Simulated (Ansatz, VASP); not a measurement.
**P in VASP and in Ansatz**

```
CELL_PARAMETERS angstrom
4.62941 -4.08555 -0.01014
4.62941 4.08555 -0.01014
-0.03426 0.00000 5.55898
ATOMIC_POSITIONS crystal
P 0.85127 0.85127 0.23756
P 0.14873 0.14873 0.76244
P 0.71918 0.71918 0.58554
P 0.28082 0.28082 0.41446
P 0.50160 0.77839 0.24938
P 0.22161 0.49840 0.75062
P 0.49840 0.22161 0.75062
P 0.77839 0.50160 0.24938
```

Change from the starting cell: strain +0.025 along x and y, +0.050 along z, atoms carried along.

Alike in both runs: task single point; functional PBEsol; k mesh 6 × 6 × 6; occupations gaussian, width 0.05 eV; no spin polarisation.

|  | VASP | Ansatz |
| --- | --- | --- |
| version | VASP 6.6.1 | Ansatz 0.2.0 |
| potentials or method | VASP PAW PBE potentials, release 64 (P), cutoff 520 eV | scalar-relativistic, plane waves, PAW |
| valence electrons in the cell | 40 | 40 |

```tsv
	VASP	Ansatz	Ansatz less VASP
gap on the k mesh at the Fermi level (eV)	2.02	2.03	+0.009
least direct gap on the mesh (eV)	2.41	2.42	+0.007
pressure (GPa)	-5.1	-5.0	+0.15
traceless stress, the component that is largest in VASP (GPa)	-1.39	-1.40	-0.003
rms of the force components (eV/Å)	0.940	0.905	-0.0350
```

VASP's potentials were made for PBE, not for PBEsol. Atom by atom the forces differ by 0.036 eV/Å (rms over components). The functional is the same, so the differences come from potentials, cutoffs and numerics.
